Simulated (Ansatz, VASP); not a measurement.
# Two plane-wave programs on Ti

```
Ti
1.0
     2.65473    0.00000    0.00000
     0.00000    2.65473    0.00000
     0.00000    0.00000    2.65473
Ti
1
Direct
  0.00000 0.00000 0.00000
```

Alike in both runs: task single point; functional LDA; k mesh 14 × 14 × 14; occupations fermi-dirac, width 0.1 eV; no spin polarisation.

```csv
,VASP,Ansatz
version,VASP 6.6.1,Ansatz 0.2.0
potentials or method,"VASP PAW LDA potentials, release 64 (Ti_sv), cutoff 520 eV","plane waves (420 eV) with PAW, scalar-relativistic"
valence electrons in the cell,12,12
```

|  | VASP | Ansatz | Ansatz less VASP |
| --- | --- | --- | --- |
| pressure (GPa) | -8.7 | -8.6 | +0.02 |

Ansatz warns that its potentials were made for another functional, while VASP's fit it. LDA's correlation is that of Perdew and Zunger in VASP and of Perdew and Wang (1992) in Ansatz.
